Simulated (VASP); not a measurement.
BN, 4 atoms in the cell. Symmetry: P-4m2, No. 115, tetragonal system. The conventional cell has a = 2.564 Å, b = 2.564 Å, c = 3.626 Å, α = 90.00°, β = 90.00°, γ = 90.00°. B (site symmetry 2mm) has 4 N at 1.53 to 1.61 Å within 2.0 Å. Within 2.0 Å of N (site symmetry -4m2) lie 4 B at 1.53 Å. N (site symmetry -4m2) has 4 B at 1.61 Å within 2.1 Å.  This cell differs from its parent crystal: mode 12 (1156.9 1/cm) frozen in, largest displacement +0.075 Å.

- Program: VASP 6.6.1
- Task: single point
- Functional: r2SCAN
- Potentials or basis: VASP PAW PBE potentials, release 64 (B, N)
- Cutoff: 520 eV
- k mesh: 10 × 10 × 6
- Occupations: gaussian, width 0.05 eV
- Spin: no spin polarisation
- Dipole correction: no
- Further INCAR settings: ALGO = Normal; EDIFF = 1e-07; NBANDS = 16

Potentials or basis: VASP PAW PBE potentials, release 64 (B, N).

Command:

```sh
$ cat potpaw_PBE.64/B/POTCAR potpaw_PBE.64/N/POTCAR > POTCAR
$ cp INCAR.step1 INCAR
$ mpirun -np 1 vasp_std > vasp.out
$ cp INCAR.step2 INCAR
$ mpirun -np 1 vasp_std > vasp.out
```

Hardware: 1 thread of Intel(R) Xeon(R) 6975P-C (Granite Rapids) (shared host).

Task: How long does it take, and how much memory?

Result: It took 56 s on 1 thread of Intel(R) Xeon(R) 6975P-C (Granite Rapids) (shared host), peak memory 0.14 GiB. Counts: k points 84.
